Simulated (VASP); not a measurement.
# TiB (I-4m2) in VASP: single point with r2SCAN

Aim: the single point of TiB with r2SCAN.

Program: VASP 6.6.1. These are calculated values, not measurements. Logs are shortened: lines on timing, memory, paths and dates and some standing lists are left out, and cuts for length are marked.

**1. The cell of the first run**

It takes space group I-4m2 (No. 119, tetragonal). The conventional cell has a = 3.573 Å, b = 3.573 Å, c = 4.488 Å, α = 90.00°, β = 90.00°, γ = 90.00°. Ti (site symmetry -4m2) has 4 B at 2.11 Å within 2.8 Å. B (site symmetry -4m2) has 4 Ti at 2.11 Å within 2.8 Å.

**2. Single point, r2SCAN (biaxial strain in the a-b plane: +2.0 %, then relaxed in part)**

The input, POSCAR:

```
TiB
1.0
    2.5262551425      2.5262551425      0.0000000000
   -2.5262551425      2.5262551425      0.0000000000
    0.0000000000      0.0000000000      4.4882176415
Ti B
2 2
Direct
    0.5000000000      0.0000000000      0.2500000000
    0.0000000000      0.5000000000      0.7500000000
    0.0000000000      0.0000000000      0.0000000000
    0.5000000000      0.5000000000      0.5000000000
```

The input, INCAR.step1:

```
  PREC = Accurate
  ENCUT = 520
  ISMEAR = 0
  SIGMA = 0.1
  LREAL = F
  LASPH = T
  NELM = 100
  NBANDS = 23
  GGA = PE
  ALGO = Normal
  EDIFF = 1E-4
  LWAVE = T
  LCHARG = F
```

The input, INCAR.step2:

```
  PREC = Accurate
  ENCUT = 520
  EDIFF = 1E-6
  ISMEAR = 0
  SIGMA = 0.1
  LREAL = F
  LASPH = T
  NELM = 100
  ALGO = Normal
  ISIF = 2
  LWAVE = F
  LCHARG = T
  METAGGA = R2SCAN
  LMIXTAU = T
  LELF = T
  LVHAR = T
  NBANDS = 23
  ISTART = 1
```

The input, KPOINTS:

```
regular mesh
0
Gamma
  16 16 10
```

Potentials or basis: VASP PAW PBE potentials, release 64 (Ti_sv, B).

The run is started by

```bash
cat potpaw_PBE.64/Ti_sv/POTCAR potpaw_PBE.64/B/POTCAR > POTCAR
cp INCAR.step1 INCAR
mpirun -np 1 vasp_std > vasp.out
cp INCAR.step2 INCAR
mpirun -np 1 vasp_std > vasp.out
```

OUTCAR:

```text
PREC = Accurate
   ENCUT = 520
   EDIFF = 1E-6
   ISMEAR = 0
   LREAL = F
   LASPH = T
   NELM = 100
   ISIF = 2
   METAGGA = R2SCAN
   ISTART = 1

 ion  position               nearest neighbor table
   1  0.500  0.000  0.250-   3 2.11   4 2.11   4 2.11   3 2.11
   2  0.000  0.500  0.750-   3 2.11   4 2.11   3 2.11   4 2.11
   3  0.000  0.000  0.000-   1 2.11   2 2.11   2 2.11   1 2.11
   4  0.500  0.500  0.500-   1 2.11   2 2.11   1 2.11   2 2.11

  LATTYP: Found a simple tetragonal cell.
 ALAT       =     3.5726642845
 C/A-ratio  =     1.2562662719

  Lattice vectors:

 A1 = (   2.5262551425,   2.5262551425,   0.0000000000)
 A2 = (  -2.5262551425,   2.5262551425,   0.0000000000)
 A3 = (   0.0000000000,   0.0000000000,   4.4882176415)

Analysis of symmetry for initial positions (statically):
=====================================================================
 Subroutine PRICEL returns following result:

  LATTYP: Found a body centered tetragonal cell.
 ALAT       =     3.5726642845
 C/A-ratio  =     1.2562662719

  Lattice vectors:

 A1 = (   0.0000000000,  -2.5262551425,  -2.2441088208)
 A2 = (   0.0000000000,   2.5262551425,  -2.2441088207)
 A3 = (   2.5262551425,   0.0000000000,   2.2441088208)

   2 primitive cells build up your supercell.

 Routine SETGRP: Setting up the symmetry group for a
 simple tetragonal supercell.

 Subroutine GETGRP returns: Found  8 space group operations
 (whereof  8 operations were pure point group operations)
 out of a pool of 16 trial point group operations.

The static configuration has the point symmetry D_2d.

Analysis of symmetry for dynamics (positions and initial velocities):
=====================================================================
 Subroutine PRICEL returns following result:

  LATTYP: Found a body centered tetragonal cell.
 ALAT       =     3.5726642845
 C/A-ratio  =     1.2562662719

  Lattice vectors:

 A1 = (   0.0000000000,  -2.5262551425,  -2.2441088208)
 A2 = (   0.0000000000,   2.5262551425,  -2.2441088207)
 A3 = (   2.5262551425,   0.0000000000,   2.2441088208)

   2 primitive cells build up your supercell.

 Routine SETGRP: Setting up the symmetry group for a
 simple tetragonal supercell.

 Subroutine GETGRP returns: Found  8 space group operations
 (whereof  8 operations were pure point group operations)
 out of a pool of 16 trial point group operations.

The dynamic configuration has the point symmetry D_2d.

 Subroutine INISYM returns: Found  8 space group operations
 (whereof  8 operations are pure point group operations),
 and found     2 'primitive' translations

----------------------------------------------------------------------------------------

                                     Primitive cell

  volume of cell :      28.6436

  direct lattice vectors                    reciprocal lattice vectors
     0.000000000 -2.526255142 -2.244108821     0.197921418 -0.197921418 -0.222805595
     0.000000000  2.526255142 -2.244108821     0.197921418  0.197921418 -0.222805595
     2.526255142  0.000000000  2.244108821     0.395842836  0.000000000  0.000000000

  length of vectors
     3.379051560  3.379051560  3.379051560     0.357754257  0.357754257  0.395842836

  position of ions in fractional coordinates (direct lattice)
     0.750000000  0.250000000  0.500000000
     0.000000000  0.000000000  0.000000000

  ion indices of the primitive-cell ions
   primitive index   ion index
                 1           1
                 2           3

----------------------------------------------------------------------------------------

 KPOINTS: regular mesh

Automatic generation of k-mesh.
 Grid dimensions read from file:
 generate k-points for:   16   16   10

 Generating k-lattice:

  Cartesian coordinates                     Fractional coordinates (reciprocal lattice)
     0.012370089  0.012370089  0.000000000     0.062500000  0.000000000  0.000000000
    -0.012370089  0.012370089  0.000000000     0.000000000  0.062500000  0.000000000
     0.000000000  0.000000000  0.022280559     0.000000000  0.000000000  0.100000000

  Length of vectors
     0.017493947  0.017493947  0.022280559

  Shift w.r.t. Gamma in fractional coordinates (k-lattice)
     0.000000000  0.000000000  0.000000000

 Subroutine IBZKPT returns following result:
 ===========================================

 Found    270 irreducible k-points:

 Following reciprocal coordinates:
            Coordinates               Weight
  0.000000  0.000000  0.000000      1.000000
  0.062500  0.000000  0.000000      4.000000
  0.125000  0.000000  0.000000      4.000000
  0.187500  0.000000  0.000000      4.000000
  0.250000  0.000000  0.000000      4.000000
  0.312500  0.000000  0.000000      4.000000
[... 16 lines left out ...]
  0.437500  0.125000  0.000000      8.000000
  0.500000  0.125000  0.000000      4.000000
 [... further k-points ...]
   k-points           NKPTS =    270   k-points in BZ     NKDIM =    270   number of bands    NBANDS=     23
   number of dos      NEDOS =    301   number of ions     NIONS =      4
   total plane-waves  NPLWV =  28224
   dimension x,y,z NGX =    28 NGY =   28 NGZ =   36
   dimension x,y,z NGXF=    56 NGYF=   56 NGZF=   72
   ions per type =               2   2
   NGX,Y,Z   is equivalent  to a cutoff of  13.03, 13.03, 13.33 a.u.
   NGXF,Y,Z  is equivalent  to a cutoff of  26.06, 26.06, 26.67 a.u.
 SYSTEM =  unknown system
   PREC   = accura    normal or accurate (medium, high low for compatibility)
   ISTART =      1    job   : 0-new  1-cont  2-samecut
   ICHARG =      0    charge: 1-file 2-atom 10-const
   ISPIN  =      1    spin polarized calculation?
   LNONCOLLINEAR =      F non collinear calculations
   LSORBIT =      F    spin-orbit coupling
   LASPH  =      T    aspherical Exc in radial PAW
   ENCUT  =  520.0 eV  38.22 Ry    6.18 a.u.   6.64  6.64  8.35*2*pi/ulx,y,z
   NELM   =    100;   NELMIN=  2; NELMDL=  0     # of ELM steps
   EDIFF  = 0.1E-05   stopping-criterion for ELM
   LREAL  =      F    real-space projection
[... 7 lines left out ...]
   TEBEG  =    0.0;   TEEND  =   0.0 temperature during run
   PSTRESS=    0.0 pullay stress
   NELECT =      30.0000    total number of electrons
   NUPDOWN=      -1.0000    fix difference up-down
   EMIN   =  10.00;   EMAX   =-10.00  energy-range for DOS
   EFERMI =   0.00;   METHOD = LEGACY
   ISMEAR =     0;   SIGMA  =   0.10  broadening in eV -4-tet -1-fermi 0-gaus
   EFERMI_NEDOS =   21; number of points for ismear=-14 and -15
   IALGO  =     38    algorithm
   IMIX   =      4    mixing-type and parameters
     AMIX     =   0.40;   BMIX     =  1.00
     AMIX_MAG =   1.60;   BMIX_MAG =  1.00
  volume/ion in A,a.u.               =      14.32        96.65
  Fermi-wavevector in a.u.,A,eV,Ry     =   1.319560  2.493607 23.690989  1.741239
  Thomas-Fermi vector in A             =   2.449449
   LORBIT       =      0    0 simple, 1 ext, 2 COOP (PROOUT), +10 PAW based schemes
   METAGGA = R2SCAN    functional components
   LHFCALC =     F    Hartree Fock is set to
   AEXX    =    0.0000 exact exchange contribution
   IVDW    =     0    specifies the selected vdW correction
   LEPSILON=     F    determine dielectric tensor
   LRPA    =     F    only Hartree local field effects (RPA)
 non-spin polarized calculation
 Gauss-broadening in eV      SIGMA  =   0.10
  energy-cutoff  :      520.00
  volume of cell :       57.29
 maximum number of plane-waves:      1561
 NGX is ok and might be reduce to    28
   NGX = 13   NGY = 13   NGZ = 17

 number of electron      30.0000012 magnetization

 Free energy of the ion-electron system (eV)
  ---------------------------------------------------
  ext. energy  EPLUGINS =         0.00000000
  ---------------------------------------------------
  free energy    TOTEN  =       -37.87760563 eV

  energy without entropy =      -37.86114556  energy(sigma->0) =      -37.86937559

 E-fermi :   5.1826     XC(G=0): -11.3712

 val. band max:        5.1764916109   @ k =   0.4375   0.1875   0.5000
 cond. band min:       5.1870651591   @ k =   0.4375   0.1875   0.3000
 fundamental gap:      0.0105735482
 Fermi energy:         5.1826298580

 k-point     1 :       0.0000    0.0000    0.0000
  band No.  band energies     occupation
      1     -53.1679      2.00000
      2     -53.1391      2.00000
      3     -28.5110      2.00000
      4     -28.4265      2.00000
      5     -28.4265      2.00000
      6     -28.3514      2.00000
[... 15 lines left out ...]
     22       9.1993      0.00000
     23      10.3125      0.00000

 k-point     2 :       0.0625    0.0000    0.0000
  band No.  band energies     occupation
      1     -53.1675      2.00000
      2     -53.1393      2.00000
      3     -28.5094      2.00000
      4     -28.4279      2.00000
      5     -28.4255      2.00000
      6     -28.3529      2.00000
[... 15 lines left out ...]
     22       9.3365      0.00000
     23      10.4211      0.00000

 k-point     3 :       0.1250    0.0000    0.0000
  band No.  band energies     occupation
      1     -53.1664      2.00000
      2     -53.1397      2.00000
      3     -28.5047      2.00000
      4     -28.4319      2.00000
      5     -28.4224      2.00000
      6     -28.3574      2.00000
[... 15 lines left out ...]
     22       9.6549      0.00000
     23      10.5821      0.00000

 k-point     4 :       0.1875    0.0000    0.0000
  band No.  band energies     occupation
      1     -53.1645      2.00000
      2     -53.1405      2.00000
      3     -28.4972      2.00000
      4     -28.4374      2.00000
      5     -28.4176      2.00000
      6     -28.3670      2.00000
[... 15 lines left out ...]
     22      10.0689      0.00000
     23      10.6336      0.00000

 k-point     5 :       0.2500    0.0000    0.0000
  band No.  band energies     occupation
      1     -53.1620      2.00000
      2     -53.1416      2.00000
      3     -28.4874      2.00000
      4     -28.4430      2.00000
      5     -28.4112      2.00000
      6     -28.3834      2.00000
[... 434 lines left out ...]
 k-point    22 :       0.3750    0.1250    0.0000
  band No.  band energies     occupation
      1     -53.1552      2.00000
      2     -53.1450      2.00000
      3     -28.4659      2.00000
      4     -28.4487      2.00000
      5     -28.4285      2.00000
      6     -28.3988      2.00000
[... 15 lines left out ...]
     22      10.3068      0.00000
     23      10.5750      0.00000

 k-point    23 :       0.4375    0.1250    0.0000
  band No.  band energies     occupation
      1     -53.1523      2.00000
      2     -53.1471      2.00000
      3     -28.4609      2.00000
      4     -28.4431      2.00000
      5     -28.4385      2.00000
      6     -28.4118      2.00000
[... 15 lines left out ...]
     22       9.9544      0.00000
     23      10.7360      0.00000

 k-point    24 :       0.5000    0.1250    0.0000
  band No.  band energies     occupation
      1     -53.1496      2.00000
      2     -53.1496      2.00000
      3     -28.4540      2.00000
      4     -28.4540      2.00000
      5     -28.4254      2.00000
      6     -28.4254      2.00000
[... 15 lines left out ...]
     22       9.6650      0.00000
     23      11.2519      0.00000

 [... further k-points ...]
[... 5 lines left out ...]
  --------------------------------------------------------------------------------------
  -------------------------------------------------------------------------------------
  Total        3.2601226      3.2601226      0.0857547      0.0000000     -0.0000000      0.0000000
  in kB       91.1771869     91.1771869      2.3983378      0.0000000     -0.0000000      0.0000000
  external PRESSURE =      61.5842372 kB  Pullay stress =       0.0000000 kB

 VOLUME and BASIS-vectors are now :
 -----------------------------------------------------------------------------
  energy-cutoff  :      520.00
  volume of cell :       57.29
      direct lattice vectors                 reciprocal lattice vectors
     2.526255143  2.526255143  0.000000000     0.197921418  0.197921418  0.000000000
    -2.526255143  2.526255143  0.000000000    -0.197921418  0.197921418  0.000000000
     0.000000000  0.000000000  4.488217642     0.000000000  0.000000000  0.222805595

 POSITION                                       TOTAL-FORCE (eV/Angst)
 -----------------------------------------------------------------------------------
      1.26313      1.26313      1.12205        -0.000000     -0.000000      0.000000
     -1.26313      1.26313      3.36616         0.000000      0.000000     -0.000000
      0.00000      0.00000      0.00000        -0.000000     -0.000000      0.000000
      0.00000      2.52626      2.24411        -0.000000     -0.000000      0.000000
 -----------------------------------------------------------------------------------
    total drift:                                0.000000      0.000000      0.000000

  FREE ENERGIE OF THE ION-ELECTRON SYSTEM (eV)
  ---------------------------------------------------
  free  energy   TOTEN  =       -37.8776056279 eV

  energy  without entropy=      -37.8611455600  energy(sigma->0) =      -37.86937559
```

Wall time 15 min (1 thread of Intel Xeon 6975P-C, shared host); peak memory 0.41 GiB.

Results:

- Free energy: -37.8776 eV
- Pressure: 6.2 GPa
- Band gap on the k mesh: zero (band 15 reaches 5.92 eV, above the bottom of band 16 at 4.48 eV)

Stress tensor (GPa, compression positive):
```
9.12 0.00 0.00
0.00 9.12 0.00
0.00 0.00 0.24
```

Caveat: the cell differs from its parent crystal (biaxial strain in the a-b plane: +2.0 %, then relaxed in part); the PAW data sets were made with another functional, which shifts forces and pressure a little.
